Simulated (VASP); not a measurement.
# ScTa (Pm-3m) in VASP: a series of runs

Runs on ScTa. Level: PBE. Tasks: single point, relaxation of cell and atoms.

Everything below comes from runs of VASP 6.6.1. Logs are shortened: lines on timing, memory, paths and dates and some standing lists are left out, and cuts for length are marked.

**1. The cell of the first run**

Symmetry: Pm-3m, No. 221, cubic system. The conventional cell has a = 3.429 Å, b = 3.429 Å, c = 3.429 Å, α = 90.00°, β = 90.00°, γ = 90.00°. Within 3.9 Å of Sc (site symmetry m-3m) lie 8 Ta at 2.97 Å and 6 Sc at 3.43 Å. Within 3.9 Å of Ta (site symmetry m-3m) lie 8 Sc at 2.97 Å and 6 Ta at 3.43 Å.

**2. Single point, PBE**

INCAR reads:

```
PREC = Accurate ; ENCUT = 520
EDIFF = 1E-6 ; ISMEAR = 0
SIGMA = 0.1 ; LREAL = False
LASPH = True ; NELM = 100
ALGO = Normal ; ISIF = 2
LWAVE = False ; LCHARG = False
GGA = PE ; NBANDS = 18
```

KPOINTS reads:

```
Automatic mesh
0
Gamma
  16 16 16
```

POSCAR reads:

```
ScTa
1.0
    3.4290919097      0.0000000000      0.0000000000
    0.0000000000      3.4290919097      0.0000000000
    0.0000000000      0.0000000000      3.4290919097
Sc Ta
1 1
Direct
    0.0000000000      0.0000000000      0.0000000000
    0.5000000000      0.5000000000      0.5000000000
```

Potentials or basis: VASP PAW PBE potentials, release 64 (Sc_sv, Ta_pv).

The run is started by

```
cat potpaw_PBE.64/Sc_sv/POTCAR potpaw_PBE.64/Ta_pv/POTCAR > POTCAR
mpirun -np 1 vasp_std > vasp.out
```

OUTCAR:

```text
PREC = Accurate
   ENCUT = 520
   EDIFF = 1E-6
   ISMEAR = 0
   LREAL = False
   LASPH = True
   NELM = 100
   ISIF = 2
   GGA = PE

 ion  position               nearest neighbor table
   1  0.000  0.000  0.000-   2 2.97   2 2.97   2 2.97   2 2.97   2 2.97   2 2.97   2 2.97   2 2.97

   2  0.500  0.500  0.500-   1 2.97   1 2.97   1 2.97   1 2.97   1 2.97   1 2.97   1 2.97   1 2.97

  LATTYP: Found a simple cubic cell.
 ALAT       =     3.4290919097

  Lattice vectors:

 A1 = (   3.4290919097,   0.0000000000,   0.0000000000)
 A2 = (   0.0000000000,   3.4290919097,   0.0000000000)
 A3 = (   0.0000000000,   0.0000000000,   3.4290919097)

Analysis of symmetry for initial positions (statically):
=====================================================================
 Subroutine PRICEL returns:
 Original cell was already a primitive cell.

 Routine SETGRP: Setting up the symmetry group for a
 simple cubic supercell.

 Subroutine GETGRP returns: Found 48 space group operations
 (whereof 48 operations were pure point group operations)
 out of a pool of 48 trial point group operations.

The static configuration has the point symmetry O_h .

Analysis of symmetry for dynamics (positions and initial velocities):
=====================================================================
 Subroutine PRICEL returns:
 Original cell was already a primitive cell.

 Routine SETGRP: Setting up the symmetry group for a
 simple cubic supercell.

 Subroutine GETGRP returns: Found 48 space group operations
 (whereof 48 operations were pure point group operations)
 out of a pool of 48 trial point group operations.

The dynamic configuration has the point symmetry O_h .

 Subroutine INISYM returns: Found 48 space group operations
 (whereof 48 operations are pure point group operations),
 and found     1 'primitive' translations

----------------------------------------------------------------------------------------

                                     Primitive cell

  volume of cell :      40.3216

  direct lattice vectors                    reciprocal lattice vectors
     3.429091910  0.000000000  0.000000000     0.291622396  0.000000000  0.000000000
     0.000000000  3.429091910  0.000000000     0.000000000  0.291622396  0.000000000
     0.000000000  0.000000000  3.429091910     0.000000000  0.000000000  0.291622396

  length of vectors
     3.429091910  3.429091910  3.429091910     0.291622396  0.291622396  0.291622396

  position of ions in fractional coordinates (direct lattice)
     0.000000000  0.000000000  0.000000000
     0.500000000  0.500000000  0.500000000

  ion indices of the primitive-cell ions
   primitive index   ion index
                 1           1
                 2           2

----------------------------------------------------------------------------------------

 KPOINTS: Automatic mesh

Automatic generation of k-mesh.
 Grid dimensions read from file:
 generate k-points for:   16   16   16

 Generating k-lattice:

  Cartesian coordinates                     Fractional coordinates (reciprocal lattice)
     0.018226400  0.000000000  0.000000000     0.062500000  0.000000000  0.000000000
     0.000000000  0.018226400  0.000000000     0.000000000  0.062500000  0.000000000
     0.000000000  0.000000000  0.018226400     0.000000000  0.000000000  0.062500000

  Length of vectors
     0.018226400  0.018226400  0.018226400

  Shift w.r.t. Gamma in fractional coordinates (k-lattice)
     0.000000000  0.000000000  0.000000000

 Subroutine IBZKPT returns following result:
 ===========================================

 Found    165 irreducible k-points:

 Following reciprocal coordinates:
            Coordinates               Weight
  0.000000  0.000000  0.000000      1.000000
  0.062500  0.000000  0.000000      6.000000
  0.125000  0.000000  0.000000      6.000000
  0.187500  0.000000  0.000000      6.000000
  0.250000  0.000000  0.000000      6.000000
  0.312500  0.000000  0.000000      6.000000
[... 16 lines left out ...]
  0.437500  0.125000  0.000000     24.000000
  0.500000  0.125000  0.000000     12.000000
 [... further k-points ...]
   k-points           NKPTS =    165   k-points in BZ     NKDIM =    165   number of bands    NBANDS=     18
   number of dos      NEDOS =    301   number of ions     NIONS =      2
   total plane-waves  NPLWV =  21952
   dimension x,y,z NGX =    28 NGY =   28 NGZ =   28
   dimension x,y,z NGXF=    56 NGYF=   56 NGZF=   56
   ions per type =               1   1
   NGX,Y,Z   is equivalent  to a cutoff of  13.57, 13.57, 13.57 a.u.
   NGXF,Y,Z  is equivalent  to a cutoff of  27.15, 27.15, 27.15 a.u.
 SYSTEM =  unknown system
   PREC   = accura    normal or accurate (medium, high low for compatibility)
   ISTART =      0    job   : 0-new  1-cont  2-samecut
   ICHARG =      2    charge: 1-file 2-atom 10-const
   ISPIN  =      1    spin polarized calculation?
   LNONCOLLINEAR =      F non collinear calculations
   LSORBIT =      F    spin-orbit coupling
   LASPH  =      T    aspherical Exc in radial PAW
   ENCUT  =  520.0 eV  38.22 Ry    6.18 a.u.   6.38  6.38  6.38*2*pi/ulx,y,z
   NELM   =    100;   NELMIN=  2; NELMDL= -5     # of ELM steps
   EDIFF  = 0.1E-05   stopping-criterion for ELM
   LREAL  =      F    real-space projection
   EDIFFG = 0.1E-04   stopping-criterion for IOM
   NSW    =      0    number of steps for IOM
   IBRION =     -1    ionic relax: 0-MD 1-quasi-New 2-CG
   NFREE  =      0    steps in history (QN), initial steepest desc. (CG)
   ISIF   =      2    stress and relaxation
   ISYM   =      2    0-nonsym 1-usesym 2-fastsym
   POTIM  = 0.5000    time-step for ionic-motion
   TEBEG  =    0.0;   TEEND  =   0.0 temperature during run
   PSTRESS=    0.0 pullay stress
   NELECT =      22.0000    total number of electrons
   NUPDOWN=      -1.0000    fix difference up-down
   EMIN   =  10.00;   EMAX   =-10.00  energy-range for DOS
   EFERMI =   0.00;   METHOD = LEGACY
   ISMEAR =     0;   SIGMA  =   0.10  broadening in eV -4-tet -1-fermi 0-gaus
   EFERMI_NEDOS =   21; number of points for ismear=-14 and -15
   IALGO  =     38    algorithm
   IMIX   =      4    mixing-type and parameters
     AMIX     =   0.40;   BMIX     =  1.00
     AMIX_MAG =   1.60;   BMIX_MAG =  1.00
  volume/ion in A,a.u.               =      20.16       136.05
  Fermi-wavevector in a.u.,A,eV,Ry     =   1.337735  2.527952 24.348083  1.789534
  Thomas-Fermi vector in A             =   2.466260
   LORBIT       =      0    0 simple, 1 ext, 2 COOP (PROOUT), +10 PAW based schemes
   GGA     = PE    functional components
   LHFCALC =     F    Hartree Fock is set to
   AEXX    =    0.0000 exact exchange contribution
   IVDW    =     0    specifies the selected vdW correction
   LEPSILON=     F    determine dielectric tensor
   LRPA    =     F    only Hartree local field effects (RPA)
 non-spin polarized calculation
 Gauss-broadening in eV      SIGMA  =   0.10
  energy-cutoff  :      520.00
  volume of cell :       40.32
 maximum number of plane-waves:      1108
 NGX is ok and might be reduce to    28
   NGX = 13   NGY = 13   NGZ = 13

 number of electron      22.0000001 magnetization

 Free energy of the ion-electron system (eV)
  ---------------------------------------------------
  ext. energy  EPLUGINS =         0.00000000
  ---------------------------------------------------
  free energy    TOTEN  =       -17.14335873 eV

  energy without entropy =      -17.12490154  energy(sigma->0) =      -17.13413014

 E-fermi :   4.8104     XC(G=0): -11.3924

 val. band max:        4.8095870374   @ k =   0.3750   0.3125   0.1875
 cond. band min:       4.8356926068   @ k =   0.5000   0.5000   0.4375
 fundamental gap:      0.0261055694
 Fermi energy:         4.8104398205

 k-point     1 :       0.0000    0.0000    0.0000
  band No.  band energies     occupation
      1     -43.6736      2.00000
      2     -29.3138      2.00000
      3     -29.3138      2.00000
      4     -29.3138      2.00000
      5     -22.2816      2.00000
      6     -22.2816      2.00000
[... 10 lines left out ...]
     17      10.2353      0.00000
     18      10.2353      0.00000

 k-point     2 :       0.0625    0.0000    0.0000
  band No.  band energies     occupation
      1     -43.6732      2.00000
      2     -29.3186      2.00000
      3     -29.3131      2.00000
      4     -29.3131      2.00000
      5     -22.2884      2.00000
      6     -22.2818      2.00000
[... 10 lines left out ...]
     17       9.9389      0.00000
     18      10.1848      0.00000

 k-point     3 :       0.1250    0.0000    0.0000
  band No.  band energies     occupation
      1     -43.6721      2.00000
      2     -29.3322      2.00000
      3     -29.3112      2.00000
      4     -29.3112      2.00000
      5     -22.3075      2.00000
      6     -22.2823      2.00000
[... 10 lines left out ...]
     17       9.3474      0.00000
     18      10.0375      0.00000

 k-point     4 :       0.1875    0.0000    0.0000
  band No.  band energies     occupation
      1     -43.6704      2.00000
      2     -29.3525      2.00000
      3     -29.3083      2.00000
      4     -29.3083      2.00000
      5     -22.3361      2.00000
      6     -22.2830      2.00000
[... 10 lines left out ...]
     17       8.7911      0.00000
     18       9.8056      0.00000

 k-point     5 :       0.2500    0.0000    0.0000
  band No.  band energies     occupation
      1     -43.6684      2.00000
      2     -29.3764      2.00000
      3     -29.3050      2.00000
      4     -29.3050      2.00000
      5     -22.3695      2.00000
      6     -22.2839      2.00000
[... 10 lines left out ...]
     17       8.9409      0.00000
     18       9.5071      0.00000

 k-point     6 :       0.3125    0.0000    0.0000
  band No.  band energies     occupation
      1     -43.6664      2.00000
      2     -29.4002      2.00000
      3     -29.3016      2.00000
      4     -29.3016      2.00000
      5     -22.4026      2.00000
      6     -22.2848      2.00000
[... 10 lines left out ...]
     17       9.0449      0.00000
     18       9.1649      0.00000

 k-point     7 :       0.3750    0.0000    0.0000
  band No.  band energies     occupation
      1     -43.6646      2.00000
      2     -29.4202      2.00000
      3     -29.2987      2.00000
      4     -29.2987      2.00000
      5     -22.4305      2.00000
      6     -22.2856      2.00000
[... 10 lines left out ...]
     17       8.8075      0.00000
     18       8.9994      0.00000

 k-point     8 :       0.4375    0.0000    0.0000
  band No.  band energies     occupation
      1     -43.6635      2.00000
      2     -29.4335      2.00000
      3     -29.2968      2.00000
      4     -29.2968      2.00000
      5     -22.4491      2.00000
      6     -22.2861      2.00000
[... 10 lines left out ...]
     17       8.4835      0.00000
     18       8.9120      0.00000
[... 229 lines left out ...]
     17       8.6496      0.00000
     18      10.2587      0.00000

 k-point    20 :       0.2500    0.1250    0.0000
  band No.  band energies     occupation
      1     -43.6666      2.00000
      2     -29.3757      2.00000
      3     -29.3248      2.00000
      4     -29.3028      2.00000
      5     -22.3672      2.00000
      6     -22.3035      2.00000
[... 10 lines left out ...]
     17       8.8299      0.00000
     18      10.0632      0.00000

 k-point    21 :       0.3125    0.1250    0.0000
  band No.  band energies     occupation
      1     -43.6646      2.00000
      2     -29.4000      2.00000
      3     -29.3222      2.00000
      4     -29.2995      2.00000
      5     -22.3979      2.00000
      6     -22.3034      2.00000
[... 10 lines left out ...]
     17       9.0005      0.00000
     18       9.7720      0.00000

 k-point    22 :       0.3750    0.1250    0.0000
  band No.  band energies     occupation
      1     -43.6628      2.00000
      2     -29.4204      2.00000
      3     -29.3199      2.00000
      4     -29.2968      2.00000
      5     -22.4239      2.00000
      6     -22.3032      2.00000
[... 10 lines left out ...]
     17       9.0850      0.00000
     18       9.4251      0.00000

 k-point    23 :       0.4375    0.1250    0.0000
  band No.  band energies     occupation
      1     -43.6616      2.00000
      2     -29.4341      2.00000
      3     -29.3184      2.00000
      4     -29.2949      2.00000
      5     -22.4412      2.00000
      6     -22.3031      2.00000
[... 10 lines left out ...]
     17       9.0253      0.00000
     18       9.0560      0.00000

 k-point    24 :       0.5000    0.1250    0.0000
  band No.  band energies     occupation
      1     -43.6612      2.00000
      2     -29.4389      2.00000
      3     -29.3179      2.00000
      4     -29.2943      2.00000
      5     -22.4472      2.00000
      6     -22.3030      2.00000
[... 10 lines left out ...]
     17       8.7756      0.00000
     18       8.9692      0.00000

 [... further k-points ...]
[... 5 lines left out ...]
  --------------------------------------------------------------------------------------
  -------------------------------------------------------------------------------------
  Total        0.0232347      0.0232347      0.0232347     -0.0000000      0.0000000      0.0000000
  in kB        0.9232324      0.9232324      0.9232324     -0.0000000      0.0000000      0.0000000
  external PRESSURE =       0.9232324 kB  Pullay stress =       0.0000000 kB

 VOLUME and BASIS-vectors are now :
 -----------------------------------------------------------------------------
  energy-cutoff  :      520.00
  volume of cell :       40.32
      direct lattice vectors                 reciprocal lattice vectors
     3.429091910  0.000000000  0.000000000     0.291622396  0.000000000  0.000000000
     0.000000000  3.429091910  0.000000000     0.000000000  0.291622396  0.000000000
     0.000000000  0.000000000  3.429091910     0.000000000  0.000000000  0.291622396

 POSITION                                       TOTAL-FORCE (eV/Angst)
 -----------------------------------------------------------------------------------
      0.00000      0.00000      0.00000         0.000000      0.000000      0.000000
      1.71455      1.71455      1.71455         0.000000      0.000000      0.000000
 -----------------------------------------------------------------------------------
    total drift:                               -0.000000      0.000000      0.000000

  FREE ENERGIE OF THE ION-ELECTRON SYSTEM (eV)
  ---------------------------------------------------
  free  energy   TOTEN  =       -17.1433587338 eV

  energy  without entropy=      -17.1249015436  energy(sigma->0) =      -17.13413014
```

It took 78 s on 1 thread of Intel Xeon 6975P-C (Granite Rapids), shared host; peak memory 0.25 GiB.

What came out:

```yaml
Free_energy: -17.1434 eV
Pressure: 0.1 GPa
Band_gap_on_the_k_mesh: zero (band 11 reaches 6.06 eV, above the bottom of band 12 at 4.36 eV)
```

Levels at points of the mesh, in eV from the Fermi level:
| k point | band 9 | band 10 | band 11 | band 12 | band 13 | band 14 |
| --- | --- | --- | --- | --- | --- | --- |
| (0.00, 0.00, 0.00) | -2.55 | -2.55 | 1.25 | 1.25 | 1.25 | 3.73 |
| (0.50, 0.00, 0.00) | -2.27 | -0.88 | 0.82 | 0.96 | 0.96 | 2.22 |
| (0.50, 0.50, 0.00) | -2.90 | -0.52 | -0.52 | 1.10 | 1.10 | 3.31 |
| (0.50, 0.50, 0.50) | -1.28 | -1.28 | -0.01 | -0.01 | -0.01 | 4.10 |

Caveat: spin-orbit coupling is left out, which moves the levels of the heavy elements.

**3. Relaxation of cell and atoms, PBE**

This run uses another cell than the first one, of 20.22 Å³/atom, 1.003 times its volume.

INCAR reads:

```
SYSTEM = ScTa
  PREC = Accurate
  ENCUT = 600
  EDIFF = 1E-6
  ISMEAR = 0
  SIGMA = 0.1
  LREAL = .FALSE.
  LASPH = .TRUE.
  NELM = 100
  ALGO = Normal
  ISIF = 3
  LWAVE = .FALSE.
  LCHARG = .FALSE.
  GGA = PE
  IBRION = 2
  NSW = 100
  EDIFFG = -0.01
```

KPOINTS reads:

```
Automatic mesh
0
G
  16 16 16
  0 0 0
```

POSCAR reads:

```
ScTa
1.0
    3.4325161295      0.0000000000      0.0000000000
    0.0000000000      3.4325161295      0.0000000000
    0.0000000000      0.0000000000      3.4325161295
Sc Ta
1 1
Direct
    0.0000000000      0.0000000000      0.0000000000
    0.5000000000      0.5000000000      0.5000000000
```

Potentials or basis: VASP PAW PBE potentials, release 64 (Sc_sv, Ta_pv).

The run is started by

```
cat potpaw_PBE.64/Sc_sv/POTCAR potpaw_PBE.64/Ta_pv/POTCAR > POTCAR
mpirun -np 1 vasp_std > vasp.out
```

It took 2.8 min on 1 thread of Intel Xeon 6975P-C (Granite Rapids), shared host; peak memory 0.27 GiB.

Results (log left out):

```
Free energy                            : -17.1439 eV
Relaxed volume                         : 20.18 Å³/atom
Relaxed cell                           : a = 3.430 Å, b = 3.430 Å, c = 3.430 Å, α = 90.00°, β = 90.00°, γ = 90.00°
Space group after relaxing (to 0.05 Å) : Pm-3m (No. 221)
Energy gained by relaxing              : 0.0 meV/atom
Ionic steps                            : 3
Pressure after relaxing                : 0.0 GPa
Band gap on the k mesh                 : zero (band 11 reaches 6.06 eV, above the bottom of band 12 at 4.36 eV)
```

Final structure:
```xyz
2
Lattice="3.4305 0.0000 0.0000 0.0000 3.4305 0.0000 0.0000 0.0000 3.4305" Properties=species:S:1:pos:R:3 pbc="T T T"
Sc    0.0000    0.0000    0.0000
Ta    1.7152    1.7152    1.7152
```

Levels at points of the mesh, in eV from the Fermi level:
```csv
k point,band 8,band 9,band 10,band 11,band 12,band 13,band 14,band 15
"(0.00, 0.00, 0.00)",-6.59,-2.55,-2.55,1.25,1.25,1.25,3.72,3.72
"(0.50, 0.00, 0.00)",-3.76,-2.27,-0.88,0.82,0.96,0.96,2.22,2.22
"(0.50, 0.50, 0.00)",-3.24,-2.90,-0.52,-0.52,1.09,1.09,3.30,3.86
"(0.50, 0.50, 0.50)",-1.28,-1.28,-1.28,-0.01,-0.01,-0.01,4.10,4.10
```

Caveat: spin-orbit coupling is left out, which moves the levels of the heavy elements.
